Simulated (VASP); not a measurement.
# Si in VASP: a series of runs

Si is run at these levels: LDA; tasks: single point.

Everything below comes from runs of VASP 6.6.1. Logs are shortened: lines on timing, memory, paths and dates and some standing lists are left out, and cuts for length are marked.

**1. The cell of the first run**

The cell holds a slab with vacuum, 5 atoms: a = 3.820 Å, b = 3.820 Å, c = 21.065 Å, α = 90.00°, β = 90.00°, γ = 90.00°.

**2. Single point, LDA, collinear spin**

INCAR

```
PREC = Accurate
ENCUT = 520
EDIFF = 1E-6
ISMEAR = 0
SIGMA = 0.05
LREAL = False
LASPH = True
NELM = 150
ALGO = Normal
ISIF = 2
LWAVE = False
LCHARG = False
ISPIN = 2
MAGMOM = 0 0 0 0 2
LORBIT = 11
LDIPOL = True
IDIPOL = 3
DIPOL = 0.5 0.5 0.332
NBANDS = 22
```

KPOINTS

```
Automatic mesh
0
Gamma
  7 7 1
```

POSCAR

```
Si
1.0
    3.8195065206      0.0000000000      0.0000000000
    0.0000000000      3.8195065206      0.0000000000
    0.0000000000      0.0000000000     21.0645252450
Si
5
Direct
    0.0000000000      0.5000000000      0.1898927203
    0.0000000000      0.0000000000      0.2540004780
    0.5000000000      0.0000000000      0.3202822601
    0.5000000000      0.5000000000      0.3828486591
    0.7500000000      0.7500000000      0.5143493679
```

Potentials or basis: VASP PAW LDA potentials, release 64 (Si).

Started as:

```sh
cat potpaw_LDA.64/Si/POTCAR > POTCAR
mpirun -np 1 vasp_std > vasp.out
```

OUTCAR:

```text
PREC = Accurate
   ENCUT = 520
   EDIFF = 1E-6
   ISMEAR = 0
   LREAL = False
   LASPH = True
   NELM = 150
   ISIF = 2
   ISPIN = 2
   LORBIT = 11

 ion  position               nearest neighbor table
   1  0.000  0.500  0.190-   2 2.34   2 2.34
   2  0.000  0.000  0.254-   1 2.34   1 2.34   3 2.37   3 2.37
   3  0.500  0.000  0.320-   4 2.32   4 2.32   2 2.37   2 2.37
   4  0.500  0.500  0.383-   3 2.32   3 2.32   5 3.08
   5  0.750  0.750  0.514-   4 3.08

  LATTYP: Found a simple tetragonal cell.
 ALAT       =     3.8195065206
 C/A-ratio  =     5.5149860673

  Lattice vectors:

 A1 = (   3.8195065206,   0.0000000000,   0.0000000000)
 A2 = (   0.0000000000,   3.8195065206,   0.0000000000)
 A3 = (   0.0000000000,   0.0000000000,  21.0645252450)

Analysis of symmetry for initial positions (statically):
=====================================================================
 Subroutine PRICEL returns:
 Original cell was already a primitive cell.

 Routine SETGRP: Setting up the symmetry group for a
 simple tetragonal supercell.

 Subroutine GETGRP returns: Found  1 space group operations
 (whereof  1 operations were pure point group operations)
 out of a pool of 16 trial point group operations.

The static configuration has the point symmetry C_1 .

Analysis of symmetry for dynamics (positions and initial velocities):
=====================================================================
 Subroutine PRICEL returns:
 Original cell was already a primitive cell.

 Routine SETGRP: Setting up the symmetry group for a
 simple tetragonal supercell.

 Subroutine GETGRP returns: Found  1 space group operations
 (whereof  1 operations were pure point group operations)
 out of a pool of 16 trial point group operations.

The dynamic configuration has the point symmetry C_1 .

Analysis of structural, dynamic, and magnetic symmetry:
=====================================================================
 Subroutine PRICEL returns:
 Original cell was already a primitive cell.

 Routine SETGRP: Setting up the symmetry group for a
 simple tetragonal supercell.

 Subroutine GETGRP returns: Found  1 space group operations
 (whereof  1 operations were pure point group operations)
 out of a pool of 16 trial point group operations.

The overall configuration has the point symmetry C_1 .

 Subroutine INISYM returns: Found  1 space group operations
 (whereof  1 operations are pure point group operations),
 and found     1 'primitive' translations

----------------------------------------------------------------------------------------

                                     Primitive cell

  volume of cell :     307.3026

  direct lattice vectors                    reciprocal lattice vectors
     3.819506521  0.000000000  0.000000000     0.261813927  0.000000000  0.000000000
     0.000000000  3.819506521  0.000000000     0.000000000  0.261813927  0.000000000
     0.000000000  0.000000000 21.064525245     0.000000000  0.000000000  0.047473180

  length of vectors
     3.819506521  3.819506521 21.064525245     0.261813927  0.261813927  0.047473180

  position of ions in fractional coordinates (direct lattice)
     0.000000000  0.500000000  0.189892720
     0.000000000  0.000000000  0.254000478
     0.500000000  0.000000000  0.320282260
     0.500000000  0.500000000  0.382848659
     0.750000000  0.750000000  0.514349368

  ion indices of the primitive-cell ions
   primitive index   ion index
                 1           1
                 2           2
                 3           3
                 4           4
                 5           5

----------------------------------------------------------------------------------------

 KPOINTS: Automatic mesh

[... 25 lines left out ...]
  0.142857  0.000000  0.000000      2.000000
  0.000000  0.142857  0.000000      2.000000
  0.285714  0.000000  0.000000      2.000000
  0.000000  0.285714  0.000000      2.000000
  0.428571  0.000000  0.000000      2.000000
[... 16 lines left out ...]
  0.285714  0.428571  0.000000      2.000000
  0.428571  0.428571  0.000000      2.000000
   k-points           NKPTS =     25   k-points in BZ     NKDIM =     25   number of bands    NBANDS=     22
   number of dos      NEDOS =    301   number of ions     NIONS =      5
   total plane-waves  NPLWV = 125440
   dimension x,y,z NGX =    28 NGY =   28 NGZ =  160
   dimension x,y,z NGXF=    56 NGYF=   56 NGZF=  320
   ions per type =               5
   NGX,Y,Z   is equivalent  to a cutoff of  12.19, 12.19, 12.63 a.u.
   NGXF,Y,Z  is equivalent  to a cutoff of  24.37, 24.37, 25.26 a.u.
 SYSTEM =  unknown system
   PREC   = accura    normal or accurate (medium, high low for compatibility)
   ISTART =      0    job   : 0-new  1-cont  2-samecut
   ICHARG =      2    charge: 1-file 2-atom 10-const
   ISPIN  =      2    spin polarized calculation?
   LNONCOLLINEAR =      F non collinear calculations
   LSORBIT =      F    spin-orbit coupling
   LASPH  =      T    aspherical Exc in radial PAW
   ENCUT  =  520.0 eV  38.22 Ry    6.18 a.u.   7.10  7.10 39.17*2*pi/ulx,y,z
   NELM   =    150;   NELMIN=  2; NELMDL= -5     # of ELM steps
   EDIFF  = 0.1E-05   stopping-criterion for ELM
   LREAL  =      F    real-space projection
   EDIFFG = 0.1E-04   stopping-criterion for IOM
   NSW    =      0    number of steps for IOM
   IBRION =     -1    ionic relax: 0-MD 1-quasi-New 2-CG
   NFREE  =      0    steps in history (QN), initial steepest desc. (CG)
   ISIF   =      2    stress and relaxation
   ISYM   =      2    0-nonsym 1-usesym 2-fastsym
   POTIM  = 0.5000    time-step for ionic-motion
   TEBEG  =    0.0;   TEEND  =   0.0 temperature during run
   PSTRESS=    0.0 pullay stress
   NELECT =      20.0000    total number of electrons
   NUPDOWN=      -1.0000    fix difference up-down
   EMIN   =  10.00;   EMAX   =-10.00  energy-range for DOS
   EFERMI =   0.00;   METHOD = LEGACY
   ISMEAR =     0;   SIGMA  =   0.05  broadening in eV -4-tet -1-fermi 0-gaus
   EFERMI_NEDOS =   21; number of points for ismear=-14 and -15
   IALGO  =     38    algorithm
   IMIX   =      4    mixing-type and parameters
     AMIX     =   0.40;   BMIX     =  1.00
     AMIX_MAG =   1.60;   BMIX_MAG =  1.00
  volume/ion in A,a.u.               =      61.46       414.76
  Fermi-wavevector in a.u.,A,eV,Ry     =   0.658511  1.244405  5.899979  0.433636
  Thomas-Fermi vector in A             =   1.730355
   LORBIT       =     11    0 simple, 1 ext, 2 COOP (PROOUT), +10 PAW based schemes
   GGA     = CA    functional components
   LHFCALC =     F    Hartree Fock is set to
   AEXX    =    0.0000 exact exchange contribution
   IVDW    =     0    specifies the selected vdW correction
   LEPSILON=     F    determine dielectric tensor
   LRPA    =     F    only Hartree local field effects (RPA)
 spin polarized calculation
 Gauss-broadening in eV      SIGMA  =   0.05
  energy-cutoff  :      520.00
  volume of cell :      307.30
 maximum number of plane-waves:      8299
   NGX = 15   NGY = 15   NGZ = 79

 dipolmoment           0.000000      0.000000      0.018266 electrons x Angstroem

 number of electron      20.0000000 magnetization       0.0000980

 dipolmoment           0.000000      0.000000     -0.079219 electrons x Angstroem

 Free energy of the ion-electron system (eV)
  ---------------------------------------------------
  ext. energy  EPLUGINS =         0.00000000
  ---------------------------------------------------
  free energy    TOTEN  =       -23.30167451 eV

  energy without entropy =      -23.29486049  energy(sigma->0) =      -23.29826750

 E-fermi :  -1.5316     XC(G=0):  -4.4174

 val. band max:       -1.5358924329   @ k =   0.2857   0.4286   0.0000
 cond. band min:      -1.5148405660   @ k =  -0.2857   0.4286   0.0000
 fundamental gap:      0.0210518669
 Fermi energy:        -1.5316201187

 spin component 1

 k-point     1 :       0.0000    0.0000    0.0000
  band No.  band energies     occupation
      1     -12.5577      1.00000
      2     -10.4275      1.00000
      3      -8.7000      1.00000
      4      -6.9092      1.00000
      5      -3.6211      1.00000
      6      -3.5170      1.00000
[... 589 lines left out ...]
     21       4.9587      0.00000
     22       5.6263      0.00000

 [... further k-points ...]

 spin component 2

 k-point     1 :       0.0000    0.0000    0.0000
  band No.  band energies     occupation
      1     -12.5577      1.00000
      2     -10.4275      1.00000
      3      -8.7000      1.00000
      4      -6.9092      1.00000
      5      -3.6211      1.00000
      6      -3.5170      1.00000
[... 589 lines left out ...]
     21       4.9587      0.00000
     22       5.6262      0.00000

 [... further k-points ...]

------------------------ aborting loop because EDIFF is reached ----------------------------------------

 vacuum level on the upper side and lower side of the slab       (xc-potential included)        -0.557         0.395

  FORCE on cell =-STRESS in cart. coord.  units (eV):
  Direction    XX          YY          ZZ          XY          YZ          ZX
  --------------------------------------------------------------------------------------
  -------------------------------------------------------------------------------------
  Total       -6.4407200     -4.2363804     -4.9307215     -0.3194917     -1.8301453     -0.8550299
  in kB      -33.5798548    -22.0871327    -25.7072053     -1.6657278     -9.5417923     -4.4578524
  external PRESSURE =     -27.1247309 kB  Pullay stress =       0.0000000 kB

 VOLUME and BASIS-vectors are now :
 -----------------------------------------------------------------------------
  energy-cutoff  :      520.00
  volume of cell :      307.30
      direct lattice vectors                 reciprocal lattice vectors
     3.819506521  0.000000000  0.000000000     0.261813927  0.000000000  0.000000000
     0.000000000  3.819506521  0.000000000     0.000000000  0.261813927  0.000000000
     0.000000000  0.000000000 21.064525245     0.000000000  0.000000000  0.047473180

 POSITION                                       TOTAL-FORCE (eV/Angst)
 -----------------------------------------------------------------------------------
      0.00000      1.90975      4.00000         0.043123      0.009668      0.058099
      0.00000      0.00000      5.35040         0.002858      0.092053      0.117730
      1.90975      0.00000      6.74659        -0.129745     -0.113776      0.014203
      1.90975      1.90975      8.06453         0.388089      0.622495      1.380001
      2.86463      2.86463     10.83453        -0.304325     -0.610441     -1.570033
 -----------------------------------------------------------------------------------
    total drift:                                0.000003     -0.000008     -0.000034

  FREE ENERGIE OF THE ION-ELECTRON SYSTEM (eV)
  ---------------------------------------------------
  free  energy   TOTEN  =       -23.3016745139 eV

  energy  without entropy=      -23.2948604870  energy(sigma->0) =      -23.29826750

 vacuum level on the upper side and lower side of the slab         2.977         3.945

 total charge

# of ion       s       p       d       tot
------------------------------------------
    1        0.868   0.730   0.000   1.597
    2        0.780   0.915   0.000   1.695
    3        0.775   0.916   0.000   1.691
    4        0.829   0.760   0.000   1.589
    5        0.953   0.497   0.000   1.450
--------------------------------------------------
tot          4.205   3.817   0.000   8.022

 magnetization (x)

# of ion       s       p       d       tot
------------------------------------------
    1        0.000   0.000   0.000   0.000
    2        0.000   0.000   0.000   0.000
    3        0.000   0.000   0.000   0.000
    4        0.000   0.000   0.000   0.000
    5        0.000   0.000   0.000   0.000
--------------------------------------------------
tot          0.000   0.000   0.000   0.000
```

It took 15 min on 1 thread of Intel Xeon 8259CL, shared host; peak memory 0.43 GiB.

What came out:

```yaml
Free_energy: -23.3017 eV
Largest_force: 1.712 eV/Å
Band_gap_on_the_k_mesh: zero (filled and empty bands overlap)
Net_moment: 0.00 μB per cell
Valence_electrons_inside_the_program's_atomic_spheres: Si 1.60, 1.70, 1.69, 1.59, 1.45
```

Forces on the atoms (eV/Å):
```
Si   0.043  0.010  0.058
Si   0.003  0.092  0.118
Si  -0.130 -0.114  0.014
Si   0.388  0.622  1.380
Si  -0.304 -0.610 -1.570
```

Levels at points of the mesh, in eV from the Fermi level:
Spin up:
```
           k point  band 8  band 9  band 10  band 11  band 12  band 13
(0.00, 0.00, 0.00)   -0.63   -0.26     1.15     1.42     1.58     1.79
```
Spin down:
```csv
k point,band 7,band 8,band 9,band 10,band 11,band 12,band 13,band 14
"(0.00, 0.00, 0.00)",-1.79,-0.63,-0.26,1.15,1.42,1.58,1.79,2.19
```

**3. Single point, LDA, collinear spin**

INCAR

```
SYSTEM = Si
ALGO = Normal
DIPOL = 0.5 0.5 0.344
EDIFF = 1E-6
ENCUT = 520
IDIPOL = 3
ISIF = 2
ISMEAR = 0
ISPIN = 2
LASPH = .TRUE.
LCHARG = .FALSE.
LDIPOL = .TRUE.
LORBIT = 11
LREAL = .FALSE.
LWAVE = .FALSE.
MAGMOM = 0 0 0 0 2
NBANDS = 22
NELM = 150
PREC = Accurate
SIGMA = 0.05
```

KPOINTS

```
k-points
0
G
  7 7 1
  0 0 0
```

Changes to POSCAR since step 2:

```diff
@@ -12,2 +12,2 @@
     0.5000000000      0.5000000000      0.3828486591
-    0.7500000000      0.7500000000      0.5143493679
+    0.7500000000      0.7500000000      0.5713171840
```

Potentials or basis: VASP PAW LDA potentials, release 64 (Si).

Started as:

```sh
cat potpaw_LDA.64/Si/POTCAR > POTCAR
mpirun -np 1 vasp_std > vasp.out
```

It took 9.7 min on 1 thread of Intel Xeon 8259CL, shared host; peak memory 0.43 GiB.

The run converged. Its results:

| Item | Value |
| --- | --- |
| Free energy | -22.1412 eV |
| Largest force | 0.522 eV/Å |
| Net moment | 0.08 μB per cell |
| Site moments | Si -0.00, +0.03 (each value once) μB |
| Valence electrons inside the program's atomic spheres | Si 1.60, 1.69, 1.70, 1.45 (each value once) |

Forces in eV/Å, atoms in the order of the input:
```
Si   0.013 -0.002  0.131
Si  -0.005  0.025  0.008
Si  -0.010 -0.034 -0.012
Si   0.070  0.122  0.378
Si  -0.067 -0.111 -0.505
```

Levels at points of the mesh, in eV from the Fermi level:
Spin up:
```csv
k point,band 8,band 9,band 10,band 11,band 12,band 13
"(0.00, 0.00, 0.00)",-0.51,-0.43,0.59,1.37,1.77,1.96
```
Spin down:
```
           k point  band 7  band 8  band 9  band 10  band 11  band 12  band 13  band 14
(0.00, 0.00, 0.00)   -1.70   -0.52   -0.40     0.60     1.36     1.77     1.96     2.26
```
